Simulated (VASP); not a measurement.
Input of a VASP 6.6.1 run:

The input INCAR:

```
SYSTEM = NaF
PREC = Accurate ; ENCUT = 520
EDIFF = 1E-6 ; ISMEAR = 0
SIGMA = 0.01 ; LREAL = .False.
LASPH = .True. ; NELM = 80
ALGO = Normal ; ISIF = 2
LWAVE = .False. ; LCHARG = .True.
GGA = PE ; LELF = .True.
LVHAR = .True. ; NBANDS = 14
```

The input KPOINTS:

```
regular mesh
0
Gamma
  6 6 6
  0 0 0
```

Contents of POSCAR:

```
NaF
1.0
    2.7934851974      0.0000000000      0.0000000000
    0.0000000000      2.7934851974      0.0000000000
    0.0000000000      0.0000000000      2.7934851974
Na F
1 1
Direct
    0.0000000000      0.0000000000      0.0000000000
    0.5000000000      0.5000000000      0.5000000000
```

Potentials or basis: VASP PAW PBE potentials, release 64 (Na_pv, F).

The run is started by

```console
$ cat potpaw_PBE.64/Na_pv/POTCAR potpaw_PBE.64/F/POTCAR > POTCAR
$ mpirun -np 1 vasp_std > vasp.out
```

(1) Estimate the band gap on the k mesh.

(2) Predict the pressure.

## Answers

(1) 6.11 eV (least direct gap 6.45 eV).

(2) 4.2 GPa.

Caveat: the cell stands under pressure.
